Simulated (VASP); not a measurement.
# Au (Im-3m) in VASP: a series of runs

Au is run at these levels: PBEsol; tasks: single point.

Program: VASP 6.6.1. These are calculated values, not measurements. Logs are shortened: lines on timing, memory, paths and dates and some standing lists are left out, and cuts for length are marked.

**1. The cell of the first run**

It takes space group Im-3m (No. 229, cubic). The conventional cell has a = 3.176 Å, b = 3.176 Å, c = 3.176 Å, α = 90.00°, β = 90.00°, γ = 90.00°. Within 3.6 Å of Au (site symmetry m-3m) lie 14 Au at 2.75 to 3.18 Å.

**2. Single point, PBEsol (volume scaled by 0.94)**

INCAR

```
SYSTEM = Au
PREC = Accurate
ENCUT = 520
EDIFF = 1E-6
ISMEAR = 0
SIGMA = 0.1
LREAL = .FALSE.
LASPH = .TRUE.
NELM = 60
ALGO = Normal
ISIF = 2
LWAVE = .FALSE.
LCHARG = .TRUE.
GGA = PS
LELF = .TRUE.
LVHAR = .TRUE.
NBANDS = 12
```

KPOINTS

```
Automatic mesh
0
G
  18 18 18
  0 0 0
```

POSCAR

```
Au
1.0
   -1.5879809783      1.5879809783      1.5879809783
    1.5879809783     -1.5879809783      1.5879809783
    1.5879809783      1.5879809783     -1.5879809783
Au
1
Direct
    0.0000000000      0.0000000000      0.0000000000
```

Potentials or basis: VASP PAW PBE potentials, release 64 (Au).

On the command line:

```sh
$ cat potpaw_PBE.64/Au/POTCAR > POTCAR
$ mpirun -np 1 vasp_std > vasp.out
```

OUTCAR:

```text
SYSTEM = Au
   PREC = Accurate
   ENCUT = 520
   EDIFF = 1E-6
   ISMEAR = 0
   LREAL = .FALSE.
   LASPH = .TRUE.
   NELM = 60
   ISIF = 2
   GGA = PS

 ion  position               nearest neighbor table
   1  0.000  0.000  0.000-

  LATTYP: Found a body centered cubic cell.
 ALAT       =     3.1759619566

  Lattice vectors:

 A1 = (  -1.5879809783,   1.5879809783,   1.5879809783)
 A2 = (   1.5879809783,  -1.5879809783,   1.5879809783)
 A3 = (   1.5879809783,   1.5879809783,  -1.5879809783)

Analysis of symmetry for initial positions (statically):
=====================================================================
 Subroutine PRICEL returns:
 Original cell was already a primitive cell.

 Routine SETGRP: Setting up the symmetry group for a
 body centered cubic supercell.

 Subroutine GETGRP returns: Found 48 space group operations
 (whereof 48 operations were pure point group operations)
 out of a pool of 48 trial point group operations.

The static configuration has the point symmetry O_h .

Analysis of symmetry for dynamics (positions and initial velocities):
=====================================================================
 Subroutine PRICEL returns:
 Original cell was already a primitive cell.

 Routine SETGRP: Setting up the symmetry group for a
 body centered cubic supercell.

 Subroutine GETGRP returns: Found 48 space group operations
 (whereof 48 operations were pure point group operations)
 out of a pool of 48 trial point group operations.

The dynamic configuration has the point symmetry O_h .

 Subroutine INISYM returns: Found 48 space group operations
 (whereof 48 operations are pure point group operations),
 and found     1 'primitive' translations

----------------------------------------------------------------------------------------

                                     Primitive cell

  volume of cell :      16.0175

  direct lattice vectors                    reciprocal lattice vectors
    -1.587980978  1.587980978  1.587980978     0.000000000  0.314865233  0.314865233
     1.587980978 -1.587980978  1.587980978     0.314865233  0.000000000  0.314865233
     1.587980978  1.587980978 -1.587980978     0.314865233  0.314865233  0.000000000

  length of vectors
     2.750463736  2.750463736  2.750463736     0.445286682  0.445286682  0.445286682

  position of ions in fractional coordinates (direct lattice)
     0.000000000  0.000000000  0.000000000

  ion indices of the primitive-cell ions
   primitive index   ion index
                 1           1

----------------------------------------------------------------------------------------

 KPOINTS: Automatic mesh

Automatic generation of k-mesh.
 Grid dimensions read from file:
 generate k-points for:   18   18   18

 Generating k-lattice:

  Cartesian coordinates                     Fractional coordinates (reciprocal lattice)
     0.000000000  0.017492513  0.017492513     0.055555556  0.000000000  0.000000000
     0.017492513  0.000000000  0.017492513     0.000000000  0.055555556  0.000000000
     0.017492513  0.017492513  0.000000000     0.000000000  0.000000000  0.055555556

  Length of vectors
     0.024738149  0.024738149  0.024738149

  Shift w.r.t. Gamma in fractional coordinates (k-lattice)
     0.000000000  0.000000000  0.000000000

 Subroutine IBZKPT returns following result:
 ===========================================

 Found    195 irreducible k-points:

 Following reciprocal coordinates:
            Coordinates               Weight
  0.000000  0.000000  0.000000      1.000000
  0.055556  0.000000  0.000000     12.000000
  0.111111  0.000000  0.000000     12.000000
  0.166667  0.000000  0.000000     12.000000
  0.222222  0.000000  0.000000     12.000000
  0.277778  0.000000  0.000000     12.000000
[... 16 lines left out ...]
  0.333333  0.111111 -0.000000     48.000000
  0.388889  0.111111 -0.000000     48.000000
 [... further k-points ...]
   k-points           NKPTS =    195   k-points in BZ     NKDIM =    195   number of bands    NBANDS=     12
   number of dos      NEDOS =    301   number of ions     NIONS =      1
   total plane-waves  NPLWV =   8000
   dimension x,y,z NGX =    20 NGY =   20 NGZ =   20
   dimension x,y,z NGXF=    40 NGYF=   40 NGZF=   40
   ions per type =               1
   NGX,Y,Z   is equivalent  to a cutoff of  12.09, 12.09, 12.09 a.u.
   NGXF,Y,Z  is equivalent  to a cutoff of  24.18, 24.18, 24.18 a.u.
 SYSTEM =  Au
   PREC   = accura    normal or accurate (medium, high low for compatibility)
   ISTART =      0    job   : 0-new  1-cont  2-samecut
   ICHARG =      2    charge: 1-file 2-atom 10-const
   ISPIN  =      1    spin polarized calculation?
   LNONCOLLINEAR =      F non collinear calculations
   LSORBIT =      F    spin-orbit coupling
   LASPH  =      T    aspherical Exc in radial PAW
   ENCUT  =  520.0 eV  38.22 Ry    6.18 a.u.   5.11  5.11  5.11*2*pi/ulx,y,z
   NELM   =     60;   NELMIN=  2; NELMDL= -5     # of ELM steps
   EDIFF  = 0.1E-05   stopping-criterion for ELM
   LREAL  =      F    real-space projection
   EDIFFG = 0.1E-04   stopping-criterion for IOM
   NSW    =      0    number of steps for IOM
   IBRION =     -1    ionic relax: 0-MD 1-quasi-New 2-CG
   NFREE  =      0    steps in history (QN), initial steepest desc. (CG)
   ISIF   =      2    stress and relaxation
   ISYM   =      2    0-nonsym 1-usesym 2-fastsym
   POTIM  = 0.5000    time-step for ionic-motion
   TEBEG  =    0.0;   TEEND  =   0.0 temperature during run
   PSTRESS=    0.0 pullay stress
   NELECT =      11.0000    total number of electrons
   NUPDOWN=      -1.0000    fix difference up-down
   EMIN   =  10.00;   EMAX   =-10.00  energy-range for DOS
   EFERMI =   0.00;   METHOD = LEGACY
   ISMEAR =     0;   SIGMA  =   0.10  broadening in eV -4-tet -1-fermi 0-gaus
   EFERMI_NEDOS =   21; number of points for ismear=-14 and -15
   IALGO  =     38    algorithm
   IMIX   =      4    mixing-type and parameters
     AMIX     =   0.40;   BMIX     =  1.00
     AMIX_MAG =   1.60;   BMIX_MAG =  1.00
  volume/ion in A,a.u.               =      16.02       108.09
  Fermi-wavevector in a.u.,A,eV,Ry     =   1.444354  2.729434 28.383925  2.086160
  Thomas-Fermi vector in A             =   2.562659
   LORBIT       =      0    0 simple, 1 ext, 2 COOP (PROOUT), +10 PAW based schemes
   GGA     = PS    functional components
   LHFCALC =     F    Hartree Fock is set to
   AEXX    =    0.0000 exact exchange contribution
   IVDW    =     0    specifies the selected vdW correction
   LEPSILON=     F    determine dielectric tensor
   LRPA    =     F    only Hartree local field effects (RPA)
 non-spin polarized calculation
 Gauss-broadening in eV      SIGMA  =   0.10
  energy-cutoff  :      520.00
  volume of cell :       16.02
 maximum number of plane-waves:       444
   NGX = 11   NGY = 11   NGZ = 11

 number of electron      11.0000000 magnetization

 Free energy of the ion-electron system (eV)
  ---------------------------------------------------
  ext. energy  EPLUGINS =         0.00000000
  ---------------------------------------------------
  free energy    TOTEN  =        -3.86770167 eV

  energy without entropy =       -3.86728246  energy(sigma->0) =       -3.86749207

 E-fermi :  10.3710     XC(G=0): -13.2570

 val. band max:       10.3256515350   @ k =   0.3889   0.0556   0.0556
 cond. band min:      10.4234454451   @ k =  -0.3333   0.3333   0.3333
 fundamental gap:      0.0977939101
 Fermi energy:        10.3710434203

 k-point     1 :       0.0000    0.0000    0.0000
  band No.  band energies     occupation
      1      -0.2371      2.00000
      2       5.1269      2.00000
      3       5.1269      2.00000
      4       5.1269      2.00000
      5       7.2825      2.00000
      6       7.2825      2.00000
      7      26.8387      0.00000
      8      26.8387      0.00000
      9      26.8387      0.00000
     10      35.8342      0.00000
     11      35.8342      0.00000
     12      35.8344      0.00000

 k-point     2 :       0.0556    0.0000    0.0000
  band No.  band energies     occupation
      1      -0.1160      2.00000
      2       5.0852      2.00000
      3       5.1295      2.00000
      4       5.2163      2.00000
      5       7.2305      2.00000
      6       7.2854      2.00000
      7      26.8725      0.00000
      8      26.8818      0.00000
      9      27.0028      0.00000
     10      34.0038      0.00000
     11      34.3277      0.00000
     12      35.4251      0.00000

 k-point     3 :       0.1111    0.0000    0.0000
  band No.  band energies     occupation
      1       0.2375      2.00000
      2       4.9673      2.00000
      3       5.1327      2.00000
      4       5.4801      2.00000
      5       7.1040      2.00000
      6       7.2952      2.00000
      7      26.7879      0.00000
      8      26.9129      0.00000
      9      27.4828      0.00000
     10      32.4538      0.00000
     11      32.5160      0.00000
     12      34.2890      0.00000
[... 286 lines left out ...]
 k-point    23 :       0.3333    0.1111   -0.0000
  band No.  band energies     occupation
      1       2.8045      2.00000
      2       4.1145      2.00000
      3       6.2035      2.00000
      4       7.0810      2.00000
      5       7.6691      2.00000
      6       9.4818      2.00000
      7      17.1322      0.00000
      8      22.8690      0.00000
      9      24.8710      0.00000
     10      31.6037      0.00000
     11      34.1266      0.00000
     12      34.3560      0.00000

 k-point    24 :       0.3889    0.1111   -0.0000
  band No.  band energies     occupation
      1       2.7831      2.00000
      2       4.0264      2.00000
      3       6.7015      2.00000
      4       7.1306      2.00000
      5       7.9767      2.00000
      6      10.5079      0.05289
      7      15.1808      0.00000
      8      22.3810      0.00000
      9      24.2343      0.00000
     10      32.3433      0.00000
     11      33.6640      0.00000
     12      34.5963      0.00000

 [... further k-points ...]

------------------------ aborting loop because EDIFF is reached ----------------------------------------

  FORCE on cell =-STRESS in cart. coord.  units (eV):
  Direction    XX          YY          ZZ          XY          YZ          ZX
  --------------------------------------------------------------------------------------
  -------------------------------------------------------------------------------------
  Total        1.2555239      1.2555239      1.2555239      0.0000000     -0.0000000      0.0000000
  in kB      125.5855513    125.5855513    125.5855513      0.0000000     -0.0000000      0.0000000
  external PRESSURE =     125.5855513 kB  Pullay stress =       0.0000000 kB

 VOLUME and BASIS-vectors are now :
 -----------------------------------------------------------------------------
  energy-cutoff  :      520.00
  volume of cell :       16.02
      direct lattice vectors                 reciprocal lattice vectors
    -1.587980978  1.587980978  1.587980978     0.000000000  0.314865233  0.314865233
     1.587980978 -1.587980978  1.587980978     0.314865233  0.000000000  0.314865233
     1.587980978  1.587980978 -1.587980978     0.314865233  0.314865233  0.000000000

 POSITION                                       TOTAL-FORCE (eV/Angst)
 -----------------------------------------------------------------------------------
      0.00000      0.00000      0.00000         0.000000     -0.000000      0.000000
 -----------------------------------------------------------------------------------
    total drift:                               -0.000000     -0.000000      0.000000

  FREE ENERGIE OF THE ION-ELECTRON SYSTEM (eV)
  ---------------------------------------------------
  free  energy   TOTEN  =        -3.8677016733 eV

  energy  without entropy=       -3.8672824589  energy(sigma->0) =       -3.86749207
```

It took 30 s on 1 thread of AMD EPYC 7R13, shared host; peak memory 0.12 GiB.

What came out:

- Free energy: -3.8677 eV
- Pressure: 12.6 GPa

Levels at points of the mesh, in eV from the Fermi level:
```
           k point  band 3  band 4  band 5  band 6  band 7  band 8  band 9  band 10
(0.00, 0.00, 0.00)   -5.24   -5.24   -3.09   -3.09   16.47   16.47   16.47    25.46
(0.50, 0.00, 0.00)   -3.24   -2.84   -1.34   -0.99    3.93   12.35   14.32    22.78
(0.50, 0.50, 0.50)   -1.78   -1.78   -1.78    6.30    6.30    6.30   10.46    16.71
```

Caveat: the cell differs from its parent crystal (volume scaled by 0.94); the PAW data sets were made with another functional, which shifts forces and pressure a little; spin-orbit coupling is left out, which moves the levels of the heavy elements.

**3. Single point, PBEsol (volume scaled by 0.97)**

INCAR

```
PREC     = Accurate       # precision mode
ENCUT    = 520            # plane-wave cutoff, eV
EDIFF    = 1E-6           # SCF threshold, eV
ISMEAR   = 0              # smearing method
SIGMA    = 0.1            # smearing width, eV
LREAL    = False          # projectors in reciprocal space
LASPH    = True           # aspherical terms in the spheres
NELM     = 80             # most SCF steps
ALGO     = Fast           # electronic algorithm
ISIF     = 2              # what is computed and relaxed
LWAVE    = False          # write WAVECAR
LCHARG   = False          # write CHGCAR
GGA      = PS             # functional
NBANDS   = 12             # bands
```

KPOINTS

```
regular mesh
0
Gamma
  18 18 18
```

POSCAR

```
Au
1.0
   -1.6046977960      1.6046977960      1.6046977960
    1.6046977960     -1.6046977960      1.6046977960
    1.6046977960      1.6046977960     -1.6046977960
Au
1
Direct
    0.0000000000      0.0000000000      0.0000000000
```

Potentials or basis: VASP PAW PBE potentials, release 64 (Au).

On the command line:

```sh
$ cat potpaw_PBE.64/Au/POTCAR > POTCAR
$ mpirun -np 1 vasp_std > vasp.out
```

OUTCAR:

```text
PREC = Accurate
   ENCUT = 520
   EDIFF = 1E-6
   ISMEAR = 0
   LREAL = False
   LASPH = True
   NELM = 80
   ISIF = 2
   GGA = PS

 ion  position               nearest neighbor table
   1  0.000  0.000  0.000-

  LATTYP: Found a body centered cubic cell.
 ALAT       =     3.2093955920

  Lattice vectors:

 A1 = (  -1.6046977960,   1.6046977960,   1.6046977960)
 A2 = (   1.6046977960,  -1.6046977960,   1.6046977960)
[... 540 lines left out ...]
     11      32.8983      0.00000
     12      33.6097      0.00000

 [... further k-points ...]

------------------------ aborting loop because EDIFF is reached ----------------------------------------

  FORCE on cell =-STRESS in cart. coord.  units (eV):
  Direction    XX          YY          ZZ          XY          YZ          ZX
  --------------------------------------------------------------------------------------
  -------------------------------------------------------------------------------------
  Total        0.5723610      0.5723610      0.5723610     -0.0000000     -0.0000000      0.0000000
  in kB       55.4805626     55.4805626     55.4805626     -0.0000000     -0.0000000      0.0000000
  external PRESSURE =      55.4805626 kB  Pullay stress =       0.0000000 kB

 VOLUME and BASIS-vectors are now :
 -----------------------------------------------------------------------------
  energy-cutoff  :      520.00
  volume of cell :       16.53
      direct lattice vectors                 reciprocal lattice vectors
    -1.604697796  1.604697796  1.604697796     0.000000000  0.311585148  0.311585148
     1.604697796 -1.604697796  1.604697796     0.311585148  0.000000000  0.311585148
     1.604697796  1.604697796 -1.604697796     0.311585148  0.311585148  0.000000000

 POSITION                                       TOTAL-FORCE (eV/Angst)
 -----------------------------------------------------------------------------------
      0.00000      0.00000      0.00000         0.000000     -0.000000      0.000000
 -----------------------------------------------------------------------------------
    total drift:                               -0.000000      0.000000     -0.000000

  FREE ENERGIE OF THE ION-ELECTRON SYSTEM (eV)
  ---------------------------------------------------
  free  energy   TOTEN  =        -3.8965555990 eV

  energy  without entropy=       -3.8961550499  energy(sigma->0) =       -3.89635532
```

OSZICAR:

```text
N       E                     dE             d eps       ncg     rms          rms(c)
DAV:   1     0.495768275246E+02    0.49577E+02   -0.56530E+03  4856   0.822E+02
DAV:   2    -0.351658787935E+01   -0.53093E+02   -0.50016E+02  5588   0.188E+02
DAV:   3    -0.424703700358E+01   -0.73045E+00   -0.73000E+00  5512   0.212E+01
DAV:   4    -0.424939530010E+01   -0.23583E-02   -0.23582E-02  5416   0.139E+00
DAV:   5    -0.424941133930E+01   -0.16039E-04   -0.16039E-04  5520   0.108E-01    0.102E+01
RMM:   6    -0.392543876321E+01    0.32397E+00   -0.36040E-01  4700   0.499E+00    0.621E+00
RMM:   7    -0.389974786113E+01    0.25691E-01   -0.45595E-02  5051   0.196E+00    0.294E+00
RMM:   8    -0.389658174072E+01    0.31661E-02   -0.43011E-03  5225   0.586E-01    0.398E-01
RMM:   9    -0.389655427776E+01    0.27463E-04   -0.52320E-04  5494   0.194E-01    0.122E-01
RMM:  10    -0.389655519169E+01   -0.91394E-06   -0.79959E-05  5404   0.689E-02    0.793E-02
RMM:  11    -0.389655552563E+01   -0.33394E-06   -0.16338E-05  5128   0.266E-02    0.120E-02
RMM:  12    -0.389655559896E+01   -0.73329E-07   -0.20139E-06  4254   0.894E-03
   1 F= -.38965556E+01 E0= -.38963553E+01  d E =-.400549E-03
```

It took 54 s on 1 thread of AMD EPYC 7R13, shared host; peak memory 0.14 GiB.

What came out:

| Quantity | Value |
| --- | --- |
| Free energy | -3.8966 eV |
| Pressure | 5.5 GPa |

Levels at points of the mesh, in eV from the Fermi level:
```csv
k point,band 4,band 5,band 6,band 7,band 8,band 9
"(0.00, 0.00, 0.00)",-5.06,-3.01,-3.01,16.48,16.48,16.48
"(0.50, 0.00, 0.00)",-2.78,-1.36,-0.85,3.73,12.34,14.09
"(0.50, 0.50, 0.50)",-1.77,-1.77,6.26,6.26,6.26,10.06
```

Caveat: the cell differs from its parent crystal (volume scaled by 0.97); the PAW data sets were made with another functional, which shifts forces and pressure a little; spin-orbit coupling is left out, which moves the levels of the heavy elements.

**4. Single point, PBEsol**

This run uses another cell than the first one, of 17.04 Å³/atom, 1.064 times its volume.

INCAR

```
SYSTEM = Au
PREC     = Accurate       ! precision mode
ENCUT    = 520            ! plane-wave cutoff, eV
EDIFF    = 1E-6           ! SCF threshold, eV
ISMEAR   = 0              ! smearing method
SIGMA    = 0.1            ! smearing width, eV
LREAL    = .False.        ! projectors in reciprocal space
LASPH    = .True.         ! aspherical terms in the spheres
NELM     = 60             ! most SCF steps
ALGO     = Fast           ! electronic algorithm
ISIF     = 2              ! what is computed and relaxed
LWAVE    = .False.        ! write WAVECAR
LCHARG   = .False.        ! write CHGCAR
GGA      = PS             ! functional
NBANDS   = 12             ! bands
```

KPOINTS

```
Automatic mesh
0
Gamma
  18 18 18
  0 0 0
```

POSCAR

```
Au
1.0
   -1.6210733943      1.6210733943      1.6210733943
    1.6210733943     -1.6210733943      1.6210733943
    1.6210733943      1.6210733943     -1.6210733943
Au
1
Direct
    0.0000000000      0.0000000000      0.0000000000
```

On the command line:

```sh
$ cat potpaw_PBE.64/Au/POTCAR > POTCAR
$ mpirun -np 1 vasp_std > vasp.out
```

It took 62 s on 1 thread of AMD EPYC 7R13, shared host; peak memory 0.14 GiB.

It converged, with:

| Property | Result |
| --- | --- |
| Free energy | -3.9049 eV |
| Pressure | -0.2 GPa |

Levels at points of the mesh, in eV from the Fermi level:
| k point | band 4 | band 5 | band 6 | band 7 | band 8 | band 9 |
| --- | --- | --- | --- | --- | --- | --- |
| (0.00, 0.00, 0.00) | -4.89 | -2.93 | -2.93 | 16.48 | 16.48 | 16.48 |
| (0.50, 0.00, 0.00) | -2.73 | -1.38 | -0.72 | 3.54 | 12.33 | 13.86 |
| (0.50, 0.50, 0.50) | -1.77 | -1.77 | 6.23 | 6.23 | 6.23 | 9.68 |

Caveat: the PAW data sets were made with another functional, which shifts forces and pressure a little; spin-orbit coupling is left out, which moves the levels of the heavy elements.

**5. Summary**

```tsv
cell	gap on the mesh (eV)	pressure (GPa)
a = 2.750 Å, angles 109.5°, 1 atom	none	12.6
a = 2.779 Å, angles 109.5°, 1 atom	none	5.5
a = 2.808 Å, angles 109.5°, 1 atom	none	-0.2
```

Alike in all rows: task single point; level PBEsol; potentials or basis VASP PAW PBE potentials, release 64 (Au); no spin polarisation; k mesh 18 × 18 × 18; cutoff (eV) 520; smearing gaussian 0.1 eV.

Caveats: the PAW data sets were made with another functional, which shifts forces and pressure a little; spin-orbit coupling is left out, which moves the levels of the heavy elements.

Absolute energies hang on the potentials; compare differences alone.
